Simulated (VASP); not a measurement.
# Ta2N: single point with PBEsol

Crystal: Ta2N.

```xyz
3
Lattice="2.9570 0.0000 0.0000 -1.4785 2.5608 0.0000 0.0000 0.0000 5.2277" Properties=species:S:1:pos:R:3 pbc="T T T"
Ta    1.4785    0.8536    3.9018
Ta    0.0000    1.7072    1.3259
N     0.0000    0.0000    0.0000
```

* Program: VASP 6.6.1
* Task: single point
* Functional: PBEsol
* Potentials or basis: VASP PAW PBE potentials, release 64 (Ta_pv, N)
* Cutoff: 520 eV
* k mesh: 18 × 18 × 10
* Occupations: gaussian, width 0.15 eV
* Spin: no spin polarisation

- Pressure: 2.2 GPa
- Largest force: 0.864 eV/Å
- Band gap on the k mesh: zero (an odd number of electrons rules out a gap without spin polarisation)

Forces in eV/Å, atoms in the order of the input:
```
Ta   0.000  0.000 -0.864
Ta   0.000  0.000  0.864
N    0.000  0.000  0.000
```

Stress tensor (GPa, compression positive):
```
 10.34   0.00   0.00
  0.00  10.34   0.00
  0.00   0.00 -14.00
```

Levels at points of the mesh, in eV from the Fermi level:
| k point | band 11 | band 12 | band 13 | band 14 | band 15 | band 16 |
| --- | --- | --- | --- | --- | --- | --- |
| (0.00, 0.00, 0.00) | -5.09 | -1.59 | -0.12 | -0.12 | 0.19 | 1.36 |
| (0.50, 0.00, 0.00) | -4.63 | -2.17 | -0.92 | 0.47 | 3.14 | 3.89 |
| (0.00, 0.00, 0.50) | -3.64 | -2.94 | -0.57 | -0.57 | 1.21 | 2.31 |
| (0.50, 0.00, 0.50) | -3.72 | -1.83 | -1.74 | -0.61 | 1.39 | 4.37 |

Run time: 4 min on 1 thread of Intel(R) Xeon(R) Platinum 8175M CPU @ 2.50GHz (Skylake/Cascade Lake) (shared host), peak memory 0.35 GiB.

Caveat: the PAW data sets were made with another functional, which shifts forces and pressure a little; spin-orbit coupling is left out, which moves the levels of the heavy elements.
